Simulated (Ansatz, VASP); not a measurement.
**SiC in VASP and in Ansatz**

```
Si C
1.0
     2.96173    0.00000    0.00000
    -1.48086    2.56493    0.00000
     0.00000    0.00000    4.48672
Si C
2 2
Cartesian
  0.0000 1.7100 -0.0172
  1.4809 0.8550 2.2262
  0.0000 1.7100 1.7446
  1.4809 0.8550 3.9879
```

Alike in both runs: functional LDA; k mesh 12 × 12 × 6; occupations gaussian, width 0.05 eV; no spin polarisation.

Ansatz relaxed the structure, and its values are those at the end. VASP's run is a single point on that final structure, the one shown.

```csv
,VASP,Ansatz
version,VASP 6.6.1,Ansatz 0.2.0
potentials or method,"VASP PAW LDA potentials, release 64 (Si, C), cutoff 520 eV","scalar-relativistic, plane waves, PAW"
valence electrons in the cell,16,16
```

|  | VASP | Ansatz | Ansatz less VASP |
| --- | --- | --- | --- |
| gap on the k mesh at the Fermi level (eV) | 1.59 | 1.61 | +0.018 |
| least direct gap on the mesh (eV) | 3.58 | 3.60 | +0.018 |

Ansatz warns that its potentials were made for another functional, while VASP's fit it. LDA's correlation is that of Perdew and Zunger in VASP and of Perdew and Wang (1992) in Ansatz. Ansatz's warnings: stress scf threshold loose.
